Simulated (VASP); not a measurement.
# BeS (F-43m) in VASP: notebook, part 2 of 2

VASP 6.6.1. Earlier steps stand in the parts before.

## Step 5: Single point, PBEsol

File INCAR:

```
SYSTEM = BeS
PREC     = Accurate       ! precision mode
ENCUT    = 520            ! plane-wave cutoff, eV
EDIFF    = 1E-6           ! SCF threshold, eV
ISMEAR   = 0              ! smearing method
SIGMA    = 0.02           ! smearing width, eV
LREAL    = .False.        ! projectors in reciprocal space
LASPH    = .True.         ! aspherical terms in the spheres
NELM     = 60             ! most SCF steps
ALGO     = Normal         ! electronic algorithm
ISIF     = 2              ! what is computed and relaxed
LWAVE    = .False.        ! write WAVECAR
LCHARG   = .False.        ! write CHGCAR
GGA      = PS             ! functional
NBANDS   = 11             ! bands
```

File KPOINTS:

```
Automatic mesh
0
Gamma
  8 8 8
  0 0 0
```

File POSCAR:

```
BeS
1.0
    0.0000000000      2.4189957384      2.4189957384
    2.4189957384      0.0000000000      2.4189957384
    2.4189957384      2.4189957384      0.0000000000
Be S
1 1
Direct
    0.0000000000      0.0000000000      0.0000000000
    0.7500000000      0.7500000000      0.7500000000
```

Potentials or basis: VASP PAW PBE potentials, release 64 (Be, S).

Run with:

```console
$ cat potpaw_PBE.64/Be/POTCAR potpaw_PBE.64/S/POTCAR > POTCAR
$ mpirun -np 1 vasp_std > vasp.out
```

OUTCAR:

```text
SYSTEM = BeS
   PREC = Accurate
   ENCUT = 520
   EDIFF = 1E-6
   ISMEAR = 0
   LREAL = .False.
   LASPH = .True.
   NELM = 60
   ISIF = 2
   GGA = PS

 ion  position               nearest neighbor table
   1  0.000  0.000  0.000-   2 2.09   2 2.09   2 2.09   2 2.09
   2  0.750  0.750  0.750-   1 2.09   1 2.09   1 2.09   1 2.09

  LATTYP: Found a face centered cubic cell.
 ALAT       =     4.8379914768

  Lattice vectors:

 A1 = (   0.0000000000,   2.4189957384,   2.4189957384)
[... 522 lines left out ...]

------------------------ aborting loop because EDIFF is reached ----------------------------------------

  FORCE on cell =-STRESS in cart. coord.  units (eV):
  Direction    XX          YY          ZZ          XY          YZ          ZX
  --------------------------------------------------------------------------------------
  -------------------------------------------------------------------------------------
  Total        0.0286324      0.0286324      0.0286324     -0.0000000     -0.0000000     -0.0000000
  in kB        1.6204397      1.6204397      1.6204397     -0.0000000     -0.0000000     -0.0000000
  external PRESSURE =       1.6204397 kB  Pullay stress =       0.0000000 kB

 VOLUME and BASIS-vectors are now :
 -----------------------------------------------------------------------------
  energy-cutoff  :      520.00
  volume of cell :       28.31
      direct lattice vectors                 reciprocal lattice vectors
     0.000000000  2.418995738  2.418995738    -0.206697346  0.206697346  0.206697346
     2.418995738  0.000000000  2.418995738     0.206697346 -0.206697346  0.206697346
     2.418995738  2.418995738  0.000000000     0.206697346  0.206697346 -0.206697346

 POSITION                                       TOTAL-FORCE (eV/Angst)
 -----------------------------------------------------------------------------------
      0.00000      0.00000      0.00000         0.000000      0.000000      0.000000
      3.62849      3.62849      3.62849        -0.000000     -0.000000     -0.000000
 -----------------------------------------------------------------------------------
    total drift:                               -0.000000     -0.000000     -0.000000

  FREE ENERGIE OF THE ION-ELECTRON SYSTEM (eV)
  ---------------------------------------------------
  free  energy   TOTEN  =       -10.5641127690 eV

  energy  without entropy=      -10.5641127690  energy(sigma->0) =      -10.56411277
```

OSZICAR:

```text
N       E                     dE             d eps       ncg     rms          rms(c)
DAV:   1     0.205664273135E+02    0.20566E+02   -0.40168E+03   646   0.633E+02
DAV:   2    -0.953768124905E+01   -0.30104E+02   -0.28532E+02   844   0.114E+02
DAV:   3    -0.107468075844E+02   -0.12091E+01   -0.12070E+01   826   0.234E+01
DAV:   4    -0.107537382912E+02   -0.69307E-02   -0.69293E-02   777   0.207E+00
DAV:   5    -0.107537964620E+02   -0.58171E-04   -0.58170E-04   827   0.188E-01    0.540E+00
DAV:   6    -0.106129933916E+02    0.14080E+00   -0.10924E-01   733   0.153E+00    0.356E+00
DAV:   7    -0.105637978874E+02    0.49196E-01   -0.11181E-01   793   0.166E+00    0.797E-01
DAV:   8    -0.105640594389E+02   -0.26155E-03   -0.55613E-03   808   0.400E-01    0.141E-01
DAV:   9    -0.105641015559E+02   -0.42117E-04   -0.32194E-04   784   0.116E-01    0.422E-02
DAV:  10    -0.105641093439E+02   -0.77880E-05   -0.34074E-05   856   0.286E-02    0.112E-02
DAV:  11    -0.105641126308E+02   -0.32869E-05   -0.77199E-06   746   0.155E-02    0.602E-03
DAV:  12    -0.105641127690E+02   -0.13817E-06   -0.17650E-07   454   0.307E-03
   1 F= -.10564113E+02 E0= -.10564113E+02  d E =-.747518E-24
```

Run time: 8.1 s. Hardware: 1 thread of AMD EPYC 7R13 (Zen 3), shared host; peak memory 0.12 GiB.

What came out:

```yaml
Free_energy: -10.5641 eV
Pressure: 0.2 GPa
Band_gap_on_the_k_mesh: 2.91 eV, indirect (least direct gap 5.61 eV)
```

Levels at points of the mesh, in eV from the valence-band top:
| k point | band 1 | band 2 | band 3 | band 4 | band 5 | band 6 | band 7 | band 8 |
| --- | --- | --- | --- | --- | --- | --- | --- | --- |
| (0.00, 0.00, 0.00) | -13.77 | 0.00 | 0.00 | 0.00 | 5.61 | 5.61 | 5.61 | 5.77 |
| (0.50, 0.00, 0.00) | -12.11 | -5.91 | -1.05 | -1.05 | 5.40 | 6.48 | 6.48 | 11.01 |
| (0.50, 0.50, 0.00) | -11.56 | -5.11 | -2.70 | -2.70 | 2.91 | 4.80 | 12.81 | 12.81 |

Caveat: the PAW data sets were made with another functional, which shifts forces and pressure a little.

## Step 6: Relaxation of cell and atoms, PBEsol

This run uses another cell than the first one, of 14.26 Å³/atom, 1.007 times its volume.

File INCAR:

```
SYSTEM = BeS
PREC = Accurate
ENCUT = 600
EDIFF = 1E-7
ISMEAR = 0
SIGMA = 0.02
LREAL = .False.
LASPH = .True.
NELM = 80
ALGO = Normal
ISIF = 3
LWAVE = .False.
LCHARG = .False.
GGA = PS
IBRION = 2
NSW = 100
EDIFFG = -0.005
```

File KPOINTS:

```
regular mesh
0
Gamma
  8 8 8
  0 0 0
```

File POSCAR:

```
BeS
1.0
    0.0000000000      2.4250000000      2.4250000000
    2.4250000000      0.0000000000      2.4250000000
    2.4250000000      2.4250000000      0.0000000000
Be S
1 1
Direct
    0.0000000000      0.0000000000      0.0000000000
    0.7500000000      0.7500000000      0.7500000000
```

Potentials or basis: VASP PAW PBE potentials, release 64 (Be, S).

Run with:

```console
$ cat potpaw_PBE.64/Be/POTCAR potpaw_PBE.64/S/POTCAR > POTCAR
$ mpirun -np 1 vasp_std > vasp.out
```

OUTCAR:

```text
SYSTEM = BeS
   PREC = Accurate
   ENCUT = 600
   EDIFF = 1E-7
   ISMEAR = 0
   LREAL = .False.
   LASPH = .True.
   NELM = 80
   ISIF = 3
   GGA = PS
   IBRION = 2
   NSW = 100
   EDIFFG = -0.005

 ion  position               nearest neighbor table
   1  0.000  0.000  0.000-   2 2.10   2 2.10   2 2.10   2 2.10
   2  0.750  0.750  0.750-   1 2.10   1 2.10   1 2.10   1 2.10

  LATTYP: Found a face centered cubic cell.
 ALAT       =     4.8500000000

  Lattice vectors:

 A1 = (   0.0000000000,   2.4250000000,   2.4250000000)
 A2 = (   2.4250000000,   0.0000000000,   2.4250000000)
 A3 = (   2.4250000000,   2.4250000000,   0.0000000000)

Analysis of symmetry for initial positions (statically):
=====================================================================
 Subroutine PRICEL returns:
 Original cell was already a primitive cell.

 Routine SETGRP: Setting up the symmetry group for a
 face centered cubic supercell.

 Subroutine GETGRP returns: Found 24 space group operations
 (whereof 24 operations were pure point group operations)
 out of a pool of 48 trial point group operations.

The static configuration has the point symmetry T_d .

Analysis of symmetry for dynamics (positions and initial velocities):
=====================================================================
 Subroutine PRICEL returns:
 Original cell was already a primitive cell.

 Routine SETGRP: Setting up the symmetry group for a
 face centered cubic supercell.

 Subroutine GETGRP returns: Found 24 space group operations
 (whereof 24 operations were pure point group operations)
 out of a pool of 48 trial point group operations.

The dynamic configuration has the point symmetry T_d .

 Subroutine INISYM returns: Found 24 space group operations
 (whereof 24 operations are pure point group operations),
 and found     1 'primitive' translations

----------------------------------------------------------------------------------------

                                     Primitive cell

  volume of cell :      28.5210

  direct lattice vectors                    reciprocal lattice vectors
     0.000000000  2.425000000  2.425000000    -0.206185567  0.206185567  0.206185567
     2.425000000  0.000000000  2.425000000     0.206185567 -0.206185567  0.206185567
     2.425000000  2.425000000  0.000000000     0.206185567  0.206185567 -0.206185567

  length of vectors
     3.429467889  3.429467889  3.429467889     0.357123878  0.357123878  0.357123878

  position of ions in fractional coordinates (direct lattice)
     0.000000000  0.000000000  0.000000000
     0.750000000  0.750000000  0.750000000

  ion indices of the primitive-cell ions
   primitive index   ion index
                 1           1
                 2           2

----------------------------------------------------------------------------------------

 KPOINTS: regular mesh

Automatic generation of k-mesh.
 Grid dimensions read from file:
 generate k-points for:    8    8    8

[... 46 lines left out ...]
   number of dos      NEDOS =    301   number of ions     NIONS =      2
   total plane-waves  NPLWV =  21952
   dimension x,y,z NGX =    28 NGY =   28 NGZ =   28
   dimension x,y,z NGXF=    56 NGYF=   56 NGZF=   56
   ions per type =               1   1
   NGX,Y,Z   is equivalent  to a cutoff of  13.57, 13.57, 13.57 a.u.
   NGXF,Y,Z  is equivalent  to a cutoff of  27.15, 27.15, 27.15 a.u.
 SYSTEM =  BeS
   PREC   = accura    normal or accurate (medium, high low for compatibility)
   ISTART =      0    job   : 0-new  1-cont  2-samecut
   ICHARG =      2    charge: 1-file 2-atom 10-const
   ISPIN  =      1    spin polarized calculation?
   LNONCOLLINEAR =      F non collinear calculations
   LSORBIT =      F    spin-orbit coupling
   LASPH  =      T    aspherical Exc in radial PAW
   ENCUT  =  600.0 eV  44.10 Ry    6.64 a.u.   6.85  6.85  6.85*2*pi/ulx,y,z
   NELM   =     80;   NELMIN=  2; NELMDL= -5     # of ELM steps
   EDIFF  = 0.1E-06   stopping-criterion for ELM
   LREAL  =      F    real-space projection
   EDIFFG = -.5E-02   stopping-criterion for IOM
   NSW    =    100    number of steps for IOM
   IBRION =      2    ionic relax: 0-MD 1-quasi-New 2-CG
   NFREE  =      1    steps in history (QN), initial steepest desc. (CG)
   ISIF   =      3    stress and relaxation
   ISYM   =      2    0-nonsym 1-usesym 2-fastsym
   POTIM  = 0.5000    time-step for ionic-motion
   TEBEG  =    0.0;   TEEND  =   0.0 temperature during run
   PSTRESS=    0.0 pullay stress
   NELECT =       8.0000    total number of electrons
   NUPDOWN=      -1.0000    fix difference up-down
   EMIN   =  10.00;   EMAX   =-10.00  energy-range for DOS
   EFERMI =   0.00;   METHOD = LEGACY
   ISMEAR =     0;   SIGMA  =   0.02  broadening in eV -4-tet -1-fermi 0-gaus
   EFERMI_NEDOS =   21; number of points for ismear=-14 and -15
   IALGO  =     38    algorithm
   IMIX   =      4    mixing-type and parameters
     AMIX     =   0.40;   BMIX     =  1.00
     AMIX_MAG =   1.60;   BMIX_MAG =  1.00
  volume/ion in A,a.u.               =      14.26        96.23
  Fermi-wavevector in a.u.,A,eV,Ry     =   1.071642  2.025110 15.625158  1.148417
  Thomas-Fermi vector in A             =   2.207388
   LORBIT       =      0    0 simple, 1 ext, 2 COOP (PROOUT), +10 PAW based schemes
   GGA     = PS    functional components
   LHFCALC =     F    Hartree Fock is set to
   AEXX    =    0.0000 exact exchange contribution
   IVDW    =     0    specifies the selected vdW correction
   LEPSILON=     F    determine dielectric tensor
   LRPA    =     F    only Hartree local field effects (RPA)
 conjugate gradient relaxation of ions
 non-spin polarized calculation
 Gauss-broadening in eV      SIGMA  =   0.02
  energy-cutoff  :      600.00
  volume of cell :       28.52
 maximum number of plane-waves:       961
   NGX = 13   NGY = 13   NGZ = 13

--------------------------------------- Ionic step        1  -------------------------------------------

 number of electron       7.9999999 magnetization

 Free energy of the ion-electron system (eV)
  ---------------------------------------------------
  ext. energy  EPLUGINS =         0.00000000
  ---------------------------------------------------
  free energy    TOTEN  =       -10.56413738 eV

  energy without entropy =      -10.56413738  energy(sigma->0) =      -10.56413738

------------------------ aborting loop because EDIFF is reached ----------------------------------------

  FORCE on cell =-STRESS in cart. coord.  units (eV):
  Direction    XX          YY          ZZ          XY          YZ          ZX
  --------------------------------------------------------------------------------------
  -------------------------------------------------------------------------------------
  Total       -0.0943584     -0.0943584     -0.0943584      0.0000000     -0.0000000     -0.0000000
  in kB       -5.3006093     -5.3006093     -5.3006093      0.0000000     -0.0000000     -0.0000000
  external PRESSURE =      -5.3006093 kB  Pullay stress =       0.0000000 kB
[... 59 lines left out ...]
--------------------------------------- Ionic step        3  -------------------------------------------

 number of electron       7.9999999 magnetization

 Free energy of the ion-electron system (eV)
  ---------------------------------------------------
  ext. energy  EPLUGINS =         0.00000000
  ---------------------------------------------------
  free energy    TOTEN  =       -10.56440019 eV

  energy without entropy =      -10.56440019  energy(sigma->0) =      -10.56440019

 E-fermi :   4.3172     XC(G=0):  -9.9237

 val. band max:        4.2017557129   @ k =   0.0000   0.0000   0.0000
 cond. band min:       7.1173043467   @ k =   0.5000   0.5000   0.0000
 fundamental gap:      2.9155486338
 Fermi energy:         4.3172360091

 k-point     1 :       0.0000    0.0000    0.0000
  band No.  band energies     occupation
      1      -9.5533      2.00000
      2       4.2018      2.00000
      3       4.2018      2.00000
      4       4.2018      2.00000
      5       9.8091      0.00000
      6       9.8091      0.00000
      7       9.8091      0.00000
      8       9.9546      0.00000
[... 243 lines left out ...]
 k-point    24 :      -0.3750    0.2500    0.1250
  band No.  band energies     occupation
      1      -7.6212      2.00000
      2      -1.1545      2.00000
      3       1.3741      2.00000
      4       2.3225      2.00000
      5      10.1681      0.00000
      6      10.7171      0.00000
      7      13.3126      0.00000
      8      14.6479      0.00000

 [... further k-points ...]

------------------------ aborting loop because EDIFF is reached ----------------------------------------

  FORCE on cell =-STRESS in cart. coord.  units (eV):
  Direction    XX          YY          ZZ          XY          YZ          ZX
  --------------------------------------------------------------------------------------
  -------------------------------------------------------------------------------------
  Total        0.0003768      0.0003768      0.0003768      0.0000000      0.0000000     -0.0000000
  in kB        0.0212830      0.0212830      0.0212830      0.0000000      0.0000000     -0.0000000
  external PRESSURE =       0.0212830 kB  Pullay stress =       0.0000000 kB
[... 17 lines left out ...]
  FREE ENERGIE OF THE ION-ELECTRON SYSTEM (eV)
  ---------------------------------------------------
  free  energy   TOTEN  =       -10.5644001870 eV

  energy  without entropy=      -10.5644001870  energy(sigma->0) =      -10.56440019

 reached required accuracy - stopping structural energy minimisation
```

OSZICAR:

```text
N       E                     dE             d eps       ncg     rms          rms(c)
DAV:   1     0.229885717982E+02    0.22989E+02   -0.42367E+03   464   0.952E+02
DAV:   2    -0.998236674320E+01   -0.32971E+02   -0.31854E+02   736   0.131E+02
DAV:   3    -0.107468847472E+02   -0.76452E+00   -0.76452E+00   560   0.258E+01
[... 23 lines left out ...]
DAV:   2    -0.105644063273E+02    0.39668E-04   -0.11440E-04   568   0.626E-02    0.183E-02
DAV:   3    -0.105644013107E+02    0.50166E-05   -0.23698E-05   584   0.284E-02    0.102E-02
DAV:   4    -0.105644009008E+02    0.40990E-06   -0.25294E-07   512   0.438E-03    0.807E-03
DAV:   5    -0.105644001552E+02    0.74560E-06   -0.28116E-07   472   0.357E-03    0.139E-03
DAV:   6    -0.105644001870E+02   -0.31819E-07   -0.71859E-09   232   0.769E-04
   3 F= -.10564400E+02 E0= -.10564400E+02  d E =-.262809E-03
```

CONTCAR:

```text
BeS
   1.00000000000000
     0.0000000000000000    2.4205282475478405    2.4205282475478405
     2.4205282475478405   -0.0000000000000000    2.4205282475478405
     2.4205282475478405    2.4205282475478405   -0.0000000000000000
  Be              S
     1     1
Direct
     0.0000000000000000    0.0000000000000000    0.0000000000000000
     0.7500000000000000    0.7500000000000000    0.7500000000000000

  0.00000000E+00  0.00000000E+00  0.00000000E+00
  0.00000000E+00  0.00000000E+00  0.00000000E+00
```

Wall time 15 s (1 thread of AMD EPYC 7R13 (Zen 3), shared host); peak memory 0.12 GiB.

What came out:

```yaml
Free_energy: -10.5644 eV
Relaxed_volume: 14.18 Å³/atom
Relaxed_cell: a = 3.423 Å, b = 3.423 Å, c = 3.423 Å, α = 60.00°, β = 60.00°, γ = 60.00°
Space_group_after_relaxing_to_0.05_Å: F-43m (No. 216)
Energy_gained_by_relaxing: 0.1 meV/atom
Ionic_steps: 3
Pressure_after_relaxing: 0.0 GPa
Band_gap_on_the_k_mesh: 2.92 eV, indirect (least direct gap 5.61 eV)
```

The path:
```
step  energy change (eV)  largest force (eV/Å)  pressure (GPa)  volume (Å³)
   1              0.0000                0.0000           -0.53        28.52
   2             -0.0002                0.0000            0.13        28.33
   3             -0.0003                0.0000            0.00        28.36
```

Final structure:
```cif
data_structure
_symmetry_space_group_name_H-M 'P 1'
_symmetry_Int_Tables_number 1
_cell_length_a 3.4231
_cell_length_b 3.4231
_cell_length_c 3.4231
_cell_angle_alpha 60.000
_cell_angle_beta 60.000
_cell_angle_gamma 60.000
_cell_volume 28.36
loop_
_atom_site_label
_atom_site_type_symbol
_atom_site_fract_x
_atom_site_fract_y
_atom_site_fract_z
_atom_site_occupancy
Be1 Be 0.00000 0.00000 0.00000 1
S1 S 0.75000 0.75000 0.75000 1
```

Caveat: the PAW data sets were made with another functional, which shifts forces and pressure a little.

## Step 7: Overview

```csv
task,cell,cutoff (eV),smearing,gap on the mesh (eV),pressure (GPa)
single point,"a = 3.421 Å, angles 60.0°, 2 atoms",520,gaussian 0.02 eV,2.91,0.2
relaxation of cell and atoms,"relaxed from a = 3.429 Å, angles 60.0°, 2 atoms",600,gaussian 0.02 eV,2.92,0.0
single point,"a = 3.331 Å, angles 60.0°, 2 atoms",520,gaussian 0.01 eV,2.72,9.2
```

Alike in all rows: level PBEsol; potentials or basis VASP PAW PBE potentials, release 64 (Be, S); no spin polarisation; k mesh 8 × 8 × 8.

Caveats: the PAW data sets were made with another functional, which shifts forces and pressure a little.

Total energies depend on the potentials used, so only differences within one code and one set of settings carry meaning.
